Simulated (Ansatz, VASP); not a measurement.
## BN in VASP and in Ansatz

File INCAR:

```
ALGO = Normal
EDIFF = 1E-6
ENCUT = 520
GGA = PS
ISIF = 2
ISMEAR = 0
LASPH = T
LCHARG = F
LREAL = F
LWAVE = F
NBANDS = 26
NELM = 60
PREC = Accurate
SIGMA = 0.05
```

The input KPOINTS:

```
k-points
0
Gamma
  6 6 10
```

POSCAR

```
BN
1.0
    4.3982250342      0.0000000000      0.0000000000
    0.0000000000      4.3982250342      0.0000000000
    0.0000000000      0.0000000000      2.8426000000
B N
4 4
Direct
    0.1741337327      0.8258662673      0.5000000000
    0.3258662673      0.3258662673      0.0000000000
    0.6741337327      0.6741337327      0.0000000000
    0.8258662673      0.1741337327      0.5000000000
    0.8123909516      0.8123909516      0.5000000000
    0.3123909516      0.6876090484      0.0000000000
    0.6876090484      0.3123909516      0.0000000000
    0.1876090484      0.1876090484      0.5000000000
```

Input for Ansatz:

```yaml
crystal:
  lattice:
    - [4.3982250342, 0.0, 0.0]
    - [0.0, 4.3982250342, 0.0]
    - [0.0, 0.0, 2.8426]
  atoms:
    - { symbol: B, position: [0.1741337327, 0.8258662673, 0.5] }
    - { symbol: B, position: [0.3258662673, 0.3258662673, 0.0] }
    - { symbol: B, position: [0.6741337327, 0.6741337327, 0.0] }
    - { symbol: B, position: [0.8258662673, 0.1741337327, 0.5] }
    - { symbol: "N", position: [0.8123909516, 0.8123909516, 0.5] }
    - { symbol: "N", position: [0.3123909516, 0.6876090484, 0.0] }
    - { symbol: "N", position: [0.6876090484, 0.3123909516, 0.0] }
    - { symbol: "N", position: [0.1876090484, 0.1876090484, 0.5] }
basis:
  ecutwfc: 520.0
kpoints:
  mp_grid: { grid: [6, 6, 10] }
hamiltonian:
  xc: pbesol
  pseudopotentials: { kind: paw, azcp: { folder: soft_1 } }
scf:
  occupations: { method: gaussian, width: 0.05 }
output:
  forces: true
  stress: true
  eigenvalues: true
```

Alike in both runs: task single point; functional PBEsol; k mesh 6 × 6 × 10; occupations gaussian, width 0.05 eV; no spin polarisation.

|  | VASP | Ansatz |
| --- | --- | --- |
| version | VASP 6.6.1 | Ansatz 0.2.0 |
| potentials or method | VASP PAW PBE potentials, release 64 (B, N), cutoff 520 eV | scalar-relativistic, plane waves, PAW |
| valence electrons in the cell | 32 | 32 |

Ansatz gave:

```
gap on the k mesh at the Fermi level (eV) : 3.84
least direct gap on the mesh (eV)         : 3.84
rms of the force components (eV/Å)        : 0.176
```

**Question.** Which values does VASP return?

**Answer.** gap on the k mesh at the Fermi level (eV): 3.84; least direct gap on the mesh (eV): 3.84; rms of the force components (eV/Å): 0.186.

VASP's potentials were made for PBE, not for PBEsol, and Ansatz warns of the same on its side. Atom by atom the forces differ by 0.020 eV/Å (rms over components). The functional is the same, so the differences come from potentials, cutoffs and numerics.
